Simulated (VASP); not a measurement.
# NaCl (Fm-3m) in VASP: notebook, part 2 of 2

VASP 6.6.1. The steps go on from the part before.

## Step 4: Single point, r2SCAN

POSCAR

```
NaCl
1.0
    0.0000000000      2.8027319616      2.8027319616
    2.8027319616      0.0000000000      2.8027319616
    2.8027319616      2.8027319616      0.0000000000
Na Cl
1 1
Direct
    0.0000000000      0.0000000000      0.0000000000
    0.5000000000      0.5000000000      0.5000000000
```

INCAR.step1

```
PREC = Accurate
ENCUT = 550
ISMEAR = -1
SIGMA = 0.001
LREAL = False
LASPH = True
NELM = 120
NBANDS = 14
GGA = PE
ALGO = Normal
EDIFF = 1E-5
LWAVE = True
LCHARG = False
GGA_COMPAT = False
```

INCAR.step2

```
PREC = Accurate
ENCUT = 550
EDIFF = 1E-6
ISMEAR = -1
SIGMA = 0.001
LREAL = False
LASPH = True
NELM = 120
ALGO = Normal
ISIF = 2
LWAVE = False
LCHARG = False
METAGGA = R2SCAN
LMIXTAU = True
NBANDS = 14
ISTART = 1
GGA_COMPAT = False
```

KPOINTS

```
Automatic mesh
0
Gamma
  6 6 6
```

Potentials or basis: VASP PAW PBE potentials, release 64 (Na_pv, Cl).

Command:

```sh
> cat potpaw_PBE.64/Na_pv/POTCAR potpaw_PBE.64/Cl/POTCAR > POTCAR
> cp INCAR.step1 INCAR
> mpirun -np 1 vasp_std > vasp.out
> cp INCAR.step2 INCAR
> mpirun -np 1 vasp_std > vasp.out
```

OUTCAR:

```text
PREC = Accurate
   ENCUT = 550
   EDIFF = 1E-6
   ISMEAR = -1
   LREAL = False
   LASPH = True
   NELM = 120
   ISIF = 2
   METAGGA = R2SCAN
   ISTART = 1

 ion  position               nearest neighbor table
   1  0.000  0.000  0.000-
   2  0.500  0.500  0.500-

  LATTYP: Found a face centered cubic cell.
 ALAT       =     5.6054639232

  Lattice vectors:

 A1 = (   0.0000000000,   2.8027319616,   2.8027319616)
 A2 = (   2.8027319616,   0.0000000000,   2.8027319616)
 A3 = (   2.8027319616,   2.8027319616,   0.0000000000)

Analysis of symmetry for initial positions (statically):
=====================================================================
 Subroutine PRICEL returns:
 Original cell was already a primitive cell.

 Routine SETGRP: Setting up the symmetry group for a
 face centered cubic supercell.

 Subroutine GETGRP returns: Found 48 space group operations
 (whereof 48 operations were pure point group operations)
 out of a pool of 48 trial point group operations.

The static configuration has the point symmetry O_h .

Analysis of symmetry for dynamics (positions and initial velocities):
=====================================================================
 Subroutine PRICEL returns:
 Original cell was already a primitive cell.

 Routine SETGRP: Setting up the symmetry group for a
 face centered cubic supercell.

 Subroutine GETGRP returns: Found 48 space group operations
 (whereof 48 operations were pure point group operations)
 out of a pool of 48 trial point group operations.

The dynamic configuration has the point symmetry O_h .

 Subroutine INISYM returns: Found 48 space group operations
 (whereof 48 operations are pure point group operations),
 and found     1 'primitive' translations

----------------------------------------------------------------------------------------
[... 109 lines left out ...]
   METAGGA = R2SCAN    functional components
   LHFCALC =     F    Hartree Fock is set to
   AEXX    =    0.0000 exact exchange contribution
   IVDW    =     0    specifies the selected vdW correction
   LEPSILON=     F    determine dielectric tensor
   LRPA    =     F    only Hartree local field effects (RPA)
 non-spin polarized calculation
  energy-cutoff  :      550.00
  volume of cell :       44.03
 maximum number of plane-waves:      1308
   NGX = 15   NGY = 15   NGZ = 15

 number of electron      14.0000003 magnetization

 Free energy of the ion-electron system (eV)
  ---------------------------------------------------
  ext. energy  EPLUGINS =         0.00000000
  ---------------------------------------------------
  free energy    TOTEN  =       -13.79118114 eV

  energy without entropy =      -13.79118114  energy(sigma->0) =      -13.79118114

 E-fermi :  -0.9528     XC(G=0):  -8.7306

 val. band max:       -1.0572983005   @ k =   0.0000   0.0000   0.0000
 cond. band min:       4.9411934304   @ k =   0.0000   0.0000   0.0000
 fundamental gap:      5.9984917309
 Fermi energy:        -0.9528263796

 k-point     1 :       0.0000    0.0000    0.0000
  band No.  band energies     occupation
      1     -22.5428      2.00000
      2     -22.5428      2.00000
      3     -22.5428      2.00000
      4     -14.3219      2.00000
      5      -1.0573      2.00000
      6      -1.0573      2.00000
      7      -1.0573      2.00000
      8       4.9412      0.00000
      9      10.7207      0.00000
     10      10.7207      0.00000
     11      10.7207      0.00000
     12      12.9933      0.00000
     13      12.9933      0.00000
     14      14.6264      0.00000
[... 241 lines left out ...]
      1     -22.5601      2.00000
      2     -22.5541      2.00000
      3     -22.5529      2.00000
      4     -13.8976      2.00000
      5      -2.5544      2.00000
      6      -2.0090      2.00000
      7      -1.7980      2.00000
      8       8.3213      0.00000
      9       8.4498      0.00000
     10      10.3054      0.00000
     11      12.0506      0.00000
     12      15.3963      0.00000
     13      16.1683      0.00000
     14      16.3650      0.00000

------------------------ aborting loop because EDIFF is reached ----------------------------------------

  FORCE on cell =-STRESS in cart. coord.  units (eV):
  Direction    XX          YY          ZZ          XY          YZ          ZX
  --------------------------------------------------------------------------------------
  -------------------------------------------------------------------------------------
  Total       -0.0382626     -0.0382626     -0.0382626     -0.0000000      0.0000000     -0.0000000
  in kB       -1.3922267     -1.3922267     -1.3922267     -0.0000000      0.0000000     -0.0000000
  external PRESSURE =      -1.3922267 kB  Pullay stress =       0.0000000 kB

 VOLUME and BASIS-vectors are now :
 -----------------------------------------------------------------------------
  energy-cutoff  :      550.00
  volume of cell :       44.03
      direct lattice vectors                 reciprocal lattice vectors
     0.000000000  2.802731962  2.802731962    -0.178397366  0.178397366  0.178397366
     2.802731962  0.000000000  2.802731962     0.178397366 -0.178397366  0.178397366
     2.802731962  2.802731962  0.000000000     0.178397366  0.178397366 -0.178397366

 POSITION                                       TOTAL-FORCE (eV/Angst)
 -----------------------------------------------------------------------------------
      0.00000      0.00000      0.00000         0.000000      0.000000      0.000000
      2.80273      2.80273      2.80273         0.000000     -0.000000      0.000000
 -----------------------------------------------------------------------------------
    total drift:                               -0.000000      0.000000      0.000000

  FREE ENERGIE OF THE ION-ELECTRON SYSTEM (eV)
  ---------------------------------------------------
  free  energy   TOTEN  =       -13.7911811381 eV

  energy  without entropy=      -13.7911811381  energy(sigma->0) =      -13.79118114
```

OUTCAR.step1:

```text
PREC = Accurate
   ENCUT = 550
   ISMEAR = -1
   LREAL = False
   LASPH = True
[... 481 lines left out ...]
      0.00000      0.00000      0.00000        -0.000000      0.000000     -0.000000
      2.80273      2.80273      2.80273         0.000000     -0.000000      0.000000
 -----------------------------------------------------------------------------------
    total drift:                               -0.000000      0.000000      0.000000

  FREE ENERGIE OF THE ION-ELECTRON SYSTEM (eV)
  ---------------------------------------------------
  free  energy   TOTEN  =        -6.7695621887 eV

  energy  without entropy=       -6.7695621887  energy(sigma->0) =       -6.76956219
```

OSZICAR.step1:

```text
N       E                     dE             d eps       ncg     rms          rms(c)
DAV:   1     0.103644753539E+03    0.10364E+03   -0.73569E+03   454   0.105E+03
DAV:   2     0.150413439417E+01   -0.10214E+03   -0.94200E+02   484   0.291E+02
DAV:   3    -0.682571339521E+01   -0.83298E+01   -0.82832E+01   568   0.721E+01
DAV:   4    -0.696115344802E+01   -0.13544E+00   -0.13540E+00   520   0.101E+01
DAV:   5    -0.696421496066E+01   -0.30615E-02   -0.30614E-02   594   0.152E+00    0.216E+00
DAV:   6    -0.677547893818E+01    0.18874E+00   -0.31474E-01   550   0.328E+00    0.161E+00
DAV:   7    -0.676403383755E+01    0.11445E-01   -0.82091E-02   594   0.166E+00    0.110E+00
DAV:   8    -0.676958595657E+01   -0.55521E-02   -0.99067E-03   508   0.859E-01    0.308E-01
DAV:   9    -0.676946108367E+01    0.12487E-03   -0.22553E-04   574   0.116E-01    0.165E-01
DAV:  10    -0.676957375135E+01   -0.11267E-03   -0.32052E-04   526   0.142E-01    0.701E-02
DAV:  11    -0.676956203656E+01    0.11715E-04   -0.22048E-05   568   0.434E-02    0.144E-02
DAV:  12    -0.676956218867E+01   -0.15210E-06   -0.21531E-06   346   0.142E-02
   1 F= -.67695622E+01 E0= -.67695622E+01  d E =-.106633E-12
```

Run time: 28 s. Hardware: 1 thread of Intel Xeon 6975P-C (Granite Rapids), shared host; peak memory 0.16 GiB.

What came out:

| Item | Value |
| --- | --- |
| Free energy | -13.7912 eV |
| Pressure | -0.1 GPa |
| Band gap on the k mesh | 6.00 eV |

Levels at points of the mesh, in eV from the valence-band top:
| k point | band 5 | band 6 | band 7 | band 8 | band 9 | band 10 |
| --- | --- | --- | --- | --- | --- | --- |
| (0.00, 0.00, 0.00) | 0.00 | 0.00 | 0.00 | 6.00 | 11.78 | 11.78 |
| (0.50, 0.00, 0.00) | -1.98 | -0.29 | -0.29 | 7.98 | 11.77 | 11.81 |
| (0.50, 0.50, 0.00) | -1.73 | -0.63 | -0.63 | 8.50 | 8.60 | 12.35 |

Caveat: the PAW data sets were made with another functional, which shifts forces and pressure a little. r2SCAN opens gaps a little over a GGA but as a rule still falls short of measured ones.

## Step 5: Single point, r2SCAN

POSCAR is that of step 4.

INCAR.step1

```
  ALGO = Normal
  EDIFF = 1E-5
  ENCUT = 550
  GGA = PE
  GGA_COMPAT = False
  ISMEAR = 1
  LASPH = True
  LCHARG = False
  LREAL = False
  LWAVE = True
  NBANDS = 14
  NELM = 120
  PREC = Accurate
  SIGMA = 0.2
```

INCAR.step2

```
  ALGO = Normal
  EDIFF = 1E-6
  ENCUT = 550
  GGA_COMPAT = False
  ISIF = 2
  ISMEAR = 1
  ISTART = 1
  LASPH = True
  LCHARG = False
  LMIXTAU = True
  LREAL = False
  LWAVE = False
  METAGGA = R2SCAN
  NBANDS = 14
  NELM = 120
  PREC = Accurate
  SIGMA = 0.2
```

KPOINTS

```
k-points
0
Gamma
  6 6 6
```

Command:

```sh
> cat potpaw_PBE.64/Na_pv/POTCAR potpaw_PBE.64/Cl/POTCAR > POTCAR
> cp INCAR.step1 INCAR
> mpirun -np 1 vasp_std > vasp.out
> cp INCAR.step2 INCAR
> mpirun -np 1 vasp_std > vasp.out
```

It took 26 s on 1 thread of Intel Xeon 6975P-C (Granite Rapids), shared host; peak memory 0.16 GiB.

The run converged. Its results:

* Free energy: -13.7885 eV
* Pressure: -0.2 GPa
* Band gap on the k mesh: 6.00 eV

Levels at points of the mesh, in eV from the valence-band top:
```tsv
k point	band 3	band 4	band 5	band 6	band 7	band 8	band 9	band 10	band 11	band 12
(0.00, 0.00, 0.00)	-21.48	-13.26	0.00	0.00	0.00	6.00	11.78	11.78	11.78	14.05
(0.50, 0.00, 0.00)	-21.49	-12.90	-1.98	-0.29	-0.29	7.98	11.77	11.81	11.81	16.11
(0.50, 0.50, 0.00)	-21.49	-12.85	-1.73	-0.63	-0.63	8.50	8.60	12.35	16.09	16.09
```

Caveat: the PAW data sets were made with another functional, which shifts forces and pressure a little. r2SCAN opens gaps a little over a GGA but as a rule still falls short of measured ones.

## Step 6: Overview

| smearing | gap on the mesh (eV) | pressure (GPa) |
| --- | --- | --- |
| gaussian 0.001 eV | 6.00 | -0.1 |
| fermi-dirac 0.5 eV | 6.00 | -0.1 |
| fermi-dirac 0.001 eV | 6.00 | -0.1 |
| methfessel-paxton 0.2 eV | 6.00 | -0.2 |

Alike in all rows: task single point; level r2SCAN; potentials or basis VASP PAW PBE potentials, release 64 (Na_pv, Cl); no spin polarisation; cell as given; k mesh 6 × 6 × 6; cutoff (eV) 550.

Caveats: the PAW data sets were made with another functional, which shifts forces and pressure a little.

Absolute energies hang on the potentials; compare differences alone.
